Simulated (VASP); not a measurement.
**Ga2O3: single point with PBE**

Crystal: Ga2O3.

```xyz
10
Lattice="2.5287 1.4600 4.5410 -2.5287 1.4600 4.5410 0.0000 -2.9199 4.5410" Properties=species:S:1:pos:R:3 pbc="T T T"
Ga   -0.0954   -0.0163    4.7771
Ga   -0.0954   -0.0163    1.8925
Ga   -0.0954   -0.0163    8.7041
Ga   -0.0954   -0.0163   11.5886
O    -0.9319    1.4708    7.9941
O    -0.7031   -1.5812    7.9941
O     1.8257    0.1430    7.9941
O     1.0590   -1.4491    5.7236
O     0.8302    1.6029    5.7236
O    -1.6985   -0.1212    5.7236
```

This cell differs from its parent crystal: all O atoms moved 0.2 Å in one direction.

```yaml
Program: VASP 6.6.1
Task: single point
Functional: PBE
Potentials_or_basis: VASP PAW PBE potentials, release 64 (Ga_d, O)
Cutoff: 520 eV
k_mesh: 6 × 6 × 6
Occupations: gaussian, width 0.05 eV
Spin: no spin polarisation
```

```
Pressure               : 5.2 GPa
Largest force          : 2.630 eV/Å
Band gap on the k mesh : 2.33 eV (least direct gap 2.46 eV)
```

Forces in eV/Å, atoms in the order of the input:
```
Ga   1.445  0.423  0.593
Ga   2.469 -0.140  0.895
Ga   1.386  0.566  0.720
Ga   1.331  0.143  0.768
O   -0.623  0.350 -0.188
O   -0.965 -0.801 -0.855
O   -0.727 -0.399 -0.392
O   -1.133 -0.049 -0.697
O   -2.324 -0.140 -1.129
O   -0.860  0.048  0.286
```

Stress tensor (GPa, compression positive):
```
 6.86 -0.34  3.59
-0.34  4.22  0.18
 3.59  0.18  4.61
```

Levels at points of the mesh, in eV from the valence-band top:
```
           k point  band 40  band 41  band 42  band 43  band 44  band 45  band 46  band 47  band 48  band 49
(0.00, 0.00, 0.00)    -0.44    -0.41    -0.27    -0.24    -0.13     2.33     6.19     6.48     8.33     9.60
(0.50, 0.00, 0.00)    -1.11    -1.01    -0.93    -0.25    -0.18     5.89     5.90     6.22     6.27     9.48
(0.00, 0.50, 0.00)    -1.14    -1.07    -0.96    -0.25    -0.12     5.88     5.94     6.25     6.26     9.45
(0.00, 0.00, 0.50)    -1.14    -1.06    -0.90    -0.31    -0.11     5.88     5.94     6.23     6.28     9.42
(0.50, 0.50, 0.00)    -1.05    -0.89    -0.73    -0.33    -0.20     5.96     6.24     7.03     7.13     8.41
(0.50, 0.00, 0.50)    -1.07    -0.85    -0.74    -0.34    -0.24     5.95     6.22     7.03     7.13     8.47
(0.00, 0.50, 0.50)    -1.01    -0.88    -0.75    -0.37    -0.11     6.02     6.25     6.99     7.15     8.32
(0.50, 0.50, 0.50)    -1.44    -0.45    -0.44    -0.25    -0.25     5.37     5.38     7.33     7.33     9.02
```

Run time: 15 min on 1 thread of Intel(R) Xeon(R) Platinum 8488C (Sapphire Rapids) (shared host), peak memory 0.54 GiB.

Caveat: the cell differs from its parent crystal (all O atoms moved 0.2 Å in one direction); the cell stands under pressure; forces of over 1 eV/Å act on the atoms, so gaps and moduli don't describe the material at rest. A k mesh can miss the band edges.
